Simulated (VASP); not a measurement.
# SnO (Pmn2_1) in VASP: notebook

SnO is run at these levels: PBEsol+D3(BJ); tasks: single point.

All numbers are computed with VASP 6.6.1; they aren't measurements. Logs are shortened: lines on timing, memory, paths and dates and some standing lists are left out, and cuts for length are marked.

## Step 1: The cell of the first run

The structure is orthorhombic, space group Pmn2_1 (No. 31). The conventional cell has a = 3.405 Å, b = 5.759 Å, c = 4.222 Å, α = 90.00°, β = 90.00°, γ = 90.00°. Sn (site symmetry m) has 3 O at 2.18 Å within 2.9 Å. O (site symmetry m) has 3 Sn at 2.18 Å and 4 O at 2.99 Å within 3.0 Å.

## Step 2: Single point, PBEsol+D3(BJ) (strain +0.0150 x Voigt [1, 1, 0, 0, 0, 0])

File INCAR:

```
PREC = Accurate
ENCUT = 520
EDIFF = 1E-6
ISMEAR = 0
SIGMA = 0.05
LREAL = F
LASPH = T
NELM = 80
ALGO = Normal
ISIF = 2
LWAVE = F
LCHARG = F
GGA = PS
IVDW = 12
NBANDS = 28
```

File KPOINTS:

```
Automatic mesh
0
Gamma
  8 6 6
```

File POSCAR:

```
SnO
1.0
    3.4053300750      0.0000000000      0.0000000000
    0.0000000000      5.7592155600      0.0000000000
    0.0000000000      0.0000000000      4.2219700000
Sn O
2 2
Direct
    0.0000000000      0.2319090000      0.5131440000
    0.5000000000      0.7680910000      0.0131440000
    0.0000000000      0.8912500000      0.7368570000
    0.5000000000      0.1087500000      0.2368570000
```

Potentials or basis: VASP PAW PBE potentials, release 64 (Sn_d, O).

Command:

```
cat potpaw_PBE.64/Sn_d/POTCAR potpaw_PBE.64/O/POTCAR > POTCAR
mpirun -np 1 vasp_std > vasp.out
```

OUTCAR:

```text
PREC = Accurate
   ENCUT = 520
   EDIFF = 1E-6
   ISMEAR = 0
   LREAL = F
   LASPH = T
   NELM = 80
   ISIF = 2
   GGA = PS
   IVDW = 12
 IVDW          = 12

 ion  position               nearest neighbor table
   1  0.000  0.232  0.513-   3 2.18   4 2.18   4 2.18
   2  0.500  0.768  0.013-   4 2.18   3 2.18   3 2.18
   3  0.000  0.891  0.737-   1 2.18   2 2.18   2 2.18
   4  0.500  0.109  0.237-   2 2.18   1 2.18   1 2.18

  LATTYP: Found a simple orthorhombic cell.
 ALAT       =     3.4053300750
 B/A-ratio  =     1.2398122670
 C/A-ratio  =     1.6912356315

  Lattice vectors:

 A1 = (  -3.4053300750,   0.0000000000,   0.0000000000)
 A2 = (   0.0000000000,   0.0000000000,   4.2219700000)
 A3 = (   0.0000000000,   5.7592155600,   0.0000000000)

Analysis of symmetry for initial positions (statically):
=====================================================================
 Subroutine PRICEL returns:
 Original cell was already a primitive cell.

 Routine SETGRP: Setting up the symmetry group for a
 simple orthorhombic supercell.

 Subroutine GETGRP returns: Found  4 space group operations
 (whereof  2 operations were pure point group operations)
 out of a pool of  8 trial point group operations.

The static configuration has the point symmetry C_1h.
 The point group associated with its full space group is C_2v.

Analysis of symmetry for dynamics (positions and initial velocities):
=====================================================================
 Subroutine PRICEL returns:
 Original cell was already a primitive cell.

 Routine SETGRP: Setting up the symmetry group for a
 simple orthorhombic supercell.

 Subroutine GETGRP returns: Found  4 space group operations
 (whereof  2 operations were pure point group operations)
 out of a pool of  8 trial point group operations.

The dynamic configuration has the point symmetry C_1h.
 The point group associated with its full space group is C_2v.

 Subroutine INISYM returns: Found  4 space group operations
 (whereof  2 operations are pure point group operations),
 and found     1 'primitive' translations

----------------------------------------------------------------------------------------

                                     Primitive cell

  volume of cell :      82.8014

  direct lattice vectors                    reciprocal lattice vectors
     3.405330075  0.000000000  0.000000000     0.293657290  0.000000000  0.000000000
     0.000000000  5.759215560  0.000000000     0.000000000  0.173634758  0.000000000
     0.000000000  0.000000000  4.221970000     0.000000000  0.000000000  0.236856254

  length of vectors
     3.405330075  5.759215560  4.221970000     0.293657290  0.173634758  0.236856254

  position of ions in fractional coordinates (direct lattice)
     0.000000000  0.231909000  0.513144000
     0.500000000  0.768091000  0.013144000
     0.000000000  0.891250000  0.736857000
     0.500000000  0.108750000  0.236857000

  ion indices of the primitive-cell ions
   primitive index   ion index
                 1           1
                 2           2
                 3           3
                 4           4

----------------------------------------------------------------------------------------

 KPOINTS: Automatic mesh

Automatic generation of k-mesh.
 Grid dimensions read from file:
 generate k-points for:    8    6    6

 Generating k-lattice:

  Cartesian coordinates                     Fractional coordinates (reciprocal lattice)
     0.036707161  0.000000000  0.000000000     0.125000000  0.000000000  0.000000000
     0.000000000  0.028939126  0.000000000     0.000000000  0.166666667  0.000000000
     0.000000000  0.000000000  0.039476042     0.000000000  0.000000000  0.166666667

  Length of vectors
     0.036707161  0.028939126  0.039476042

  Shift w.r.t. Gamma in fractional coordinates (k-lattice)
     0.000000000  0.000000000  0.000000000

 Subroutine IBZKPT returns following result:
 ===========================================

 Found     80 irreducible k-points:

 Following reciprocal coordinates:
            Coordinates               Weight
  0.000000  0.000000  0.000000      1.000000
  0.125000  0.000000  0.000000      2.000000
  0.250000  0.000000  0.000000      2.000000
  0.375000  0.000000  0.000000      2.000000
  0.500000  0.000000  0.000000      1.000000
  0.000000  0.166667  0.000000      2.000000
[... 16 lines left out ...]
  0.250000  0.000000  0.166667      4.000000
  0.375000  0.000000  0.166667      4.000000
 [... further k-points ...]
   k-points           NKPTS =     80   k-points in BZ     NKDIM =     80   number of bands    NBANDS=     28
   number of dos      NEDOS =    301   number of ions     NIONS =      4
   total plane-waves  NPLWV =  43008
   dimension x,y,z NGX =    28 NGY =   48 NGZ =   32
   dimension x,y,z NGXF=    56 NGYF=   96 NGZF=   64
   ions per type =               2   2
   NGX,Y,Z   is equivalent  to a cutoff of  13.67, 13.86, 12.60 a.u.
   NGXF,Y,Z  is equivalent  to a cutoff of  27.34, 27.71, 25.20 a.u.
 SYSTEM =  unknown system
   PREC   = accura    normal or accurate (medium, high low for compatibility)
   ISTART =      0    job   : 0-new  1-cont  2-samecut
   ICHARG =      2    charge: 1-file 2-atom 10-const
   ISPIN  =      1    spin polarized calculation?
   LNONCOLLINEAR =      F non collinear calculations
   LSORBIT =      F    spin-orbit coupling
   LASPH  =      T    aspherical Exc in radial PAW
   ENCUT  =  520.0 eV  38.22 Ry    6.18 a.u.   6.33 10.71  7.85*2*pi/ulx,y,z
   NELM   =     80;   NELMIN=  2; NELMDL= -5     # of ELM steps
   EDIFF  = 0.1E-05   stopping-criterion for ELM
   LREAL  =      F    real-space projection
   EDIFFG = 0.1E-04   stopping-criterion for IOM
   NSW    =      0    number of steps for IOM
   IBRION =     -1    ionic relax: 0-MD 1-quasi-New 2-CG
   NFREE  =      0    steps in history (QN), initial steepest desc. (CG)
   ISIF   =      2    stress and relaxation
   ISYM   =      2    0-nonsym 1-usesym 2-fastsym
   POTIM  = 0.5000    time-step for ionic-motion
   TEBEG  =    0.0;   TEEND  =   0.0 temperature during run
   PSTRESS=    0.0 pullay stress
   NELECT =      40.0000    total number of electrons
   NUPDOWN=      -1.0000    fix difference up-down
   EMIN   =  10.00;   EMAX   =-10.00  energy-range for DOS
   EFERMI =   0.00;   METHOD = LEGACY
   ISMEAR =     0;   SIGMA  =   0.05  broadening in eV -4-tet -1-fermi 0-gaus
   EFERMI_NEDOS =   21; number of points for ismear=-14 and -15
   IALGO  =     38    algorithm
   IMIX   =      4    mixing-type and parameters
     AMIX     =   0.40;   BMIX     =  1.00
     AMIX_MAG =   1.60;   BMIX_MAG =  1.00
  volume/ion in A,a.u.               =      20.70       139.69
  Fermi-wavevector in a.u.,A,eV,Ry     =   1.284544  2.427436 22.450332  1.650053
  Thomas-Fermi vector in A             =   2.416731
   LORBIT       =      0    0 simple, 1 ext, 2 COOP (PROOUT), +10 PAW based schemes
   GGA     = PS    functional components
   LHFCALC =     F    Hartree Fock is set to
   AEXX    =    0.0000 exact exchange contribution
   IVDW    =    12    specifies the selected vdW correction
   LEPSILON=     F    determine dielectric tensor
   LRPA    =     F    only Hartree local field effects (RPA)
 non-spin polarized calculation
 Gauss-broadening in eV      SIGMA  =   0.05
  energy-cutoff  :      520.00
  volume of cell :       82.80
 maximum number of plane-waves:      2256
 NGX is ok and might be reduce to    28
   NGX = 13   NGY = 21   NGZ = 15

 number of electron      39.9999993 magnetization

 Free energy of the ion-electron system (eV)
  ---------------------------------------------------
  ext. energy  EPLUGINS =         0.00000000
  ---------------------------------------------------
  free energy    TOTEN  =       -23.73279503 eV

  energy without entropy =      -23.73279503  energy(sigma->0) =      -23.73279503

 E-fermi :   4.6630     XC(G=0):  -9.6254

 val. band max:        4.3884514519   @ k =   0.0000   0.0000   0.0000
 cond. band min:       5.7567379871   @ k =   0.3750   0.5000   0.0000
 fundamental gap:      1.3682865352
 Fermi energy:         4.6629862575

 k-point     1 :       0.0000    0.0000    0.0000
  band No.  band energies     occupation
      1     -16.6438      2.00000
      2     -16.3724      2.00000
      3     -16.3029      2.00000
      4     -16.2797      2.00000
      5     -16.2554      2.00000
      6     -16.2248      2.00000
[... 20 lines left out ...]
     27      12.9511      0.00000
     28      13.5730      0.00000

 k-point     2 :       0.1250    0.0000    0.0000
  band No.  band energies     occupation
      1     -16.6372      2.00000
      2     -16.3625      2.00000
      3     -16.3075      2.00000
      4     -16.2954      2.00000
      5     -16.2619      2.00000
      6     -16.2256      2.00000
[... 20 lines left out ...]
     27      12.9530      0.00000
     28      13.7008      0.00000

 k-point     3 :       0.2500    0.0000    0.0000
  band No.  band energies     occupation
      1     -16.6295      2.00000
      2     -16.4344      2.00000
      3     -16.2868      2.00000
      4     -16.2791      2.00000
      5     -16.2659      2.00000
      6     -16.2310      2.00000
[... 20 lines left out ...]
     27      12.5817      0.00000
     28      13.8580      0.00000

 k-point     4 :       0.3750    0.0000    0.0000
  band No.  band energies     occupation
      1     -16.6263      2.00000
      2     -16.5365      2.00000
      3     -16.2717      2.00000
      4     -16.2563      2.00000
      5     -16.2487      2.00000
      6     -16.2373      2.00000
[... 578 lines left out ...]
     27      13.5173      0.00000
     28      14.6033      0.00000

 k-point    23 :       0.2500    0.0000    0.1667
  band No.  band energies     occupation
      1     -16.6222      2.00000
      2     -16.4551      2.00000
      3     -16.2868      2.00000
      4     -16.2804      2.00000
      5     -16.2635      2.00000
      6     -16.2374      2.00000
[... 20 lines left out ...]
     27      13.2503      0.00000
     28      14.6618      0.00000

 k-point    24 :       0.3750    0.0000    0.1667
  band No.  band energies     occupation
      1     -16.6263      2.00000
      2     -16.5495      2.00000
      3     -16.2764      2.00000
      4     -16.2653      2.00000
      5     -16.2443      2.00000
      6     -16.2355      2.00000
[... 20 lines left out ...]
     27      13.3065      0.00000
     28      14.2941      0.00000

 [... further k-points ...]

------------------------ aborting loop because EDIFF is reached ----------------------------------------

 Edisp (eV)   -0.72592

 E8    (eV) :    -0.4798

  FORCE on cell =-STRESS in cart. coord.  units (eV):
  Direction    XX          YY          ZZ          XY          YZ          ZX
  --------------------------------------------------------------------------------------
  -------------------------------------------------------------------------------------
  Total      -3.89494    -3.29285    -2.83174     0.00000     0.00000     0.00000
  in kB     -75.36560   -63.71555   -54.79315     0.00000     0.00000     0.00000
  external pressure =      -64.62 kB  Pullay stress =        0.00 kB

 VOLUME and BASIS-vectors are now :
 -----------------------------------------------------------------------------
  energy-cutoff  :      520.00
  volume of cell :       82.80
      direct lattice vectors                 reciprocal lattice vectors
     3.405330075  0.000000000  0.000000000     0.293657290  0.000000000  0.000000000
     0.000000000  5.759215560  0.000000000     0.000000000  0.173634758  0.000000000
     0.000000000  0.000000000  4.221970000     0.000000000  0.000000000  0.236856254

 POSITION                                       TOTAL-FORCE (eV/Angst)
 -----------------------------------------------------------------------------------
      0.00000      1.33561      2.16648         0.000000     -0.739748     -0.197189
      1.70267      4.42360      0.05549         0.000000      0.739748     -0.197189
      0.00000      5.13290      3.11099         0.000000      0.149222      0.197189
      1.70267      0.62631      1.00000         0.000000     -0.149222      0.197189
 -----------------------------------------------------------------------------------
    total drift:                                0.000000      0.000000      0.001521

  FREE ENERGIE OF THE ION-ELECTRON SYSTEM (eV)
  ---------------------------------------------------
  free  energy   TOTEN  =       -24.4587111631 eV

  energy  without entropy=      -24.4587111631  energy(sigma->0) =      -24.45871116
```

It took 97 s on 1 thread of Intel Xeon Platinum 8488C (Sapphire Rapids), shared host; peak memory 0.3 GiB.

What came out:

```
Free energy                : -24.4587 eV
Pressure                   : -6.5 GPa
Largest force              : 0.766 eV/Å
Band gap on the k mesh     : 1.37 eV (least direct gap 2.06 eV)
Dispersion energy per atom : -0.181 eV
```

Forces in eV/Å, atoms in the order of the input:
```
Sn   0.000 -0.740 -0.197
Sn   0.000  0.740 -0.197
O    0.000  0.149  0.197
O    0.000 -0.149  0.197
```

Stress tensor (GPa, compression positive):
```
-7.54  0.00  0.00
 0.00 -6.37  0.00
 0.00  0.00 -5.48
```

Caveat: the cell differs from its parent crystal (strain +0.0150 x Voigt [1, 1, 0, 0, 0, 0]); the cell stands under tension; the PAW data sets were made with another functional, which shifts forces and pressure a little; spin-orbit coupling is left out, which moves the levels of the heavy elements.

(Continued in part 2 of 2.)
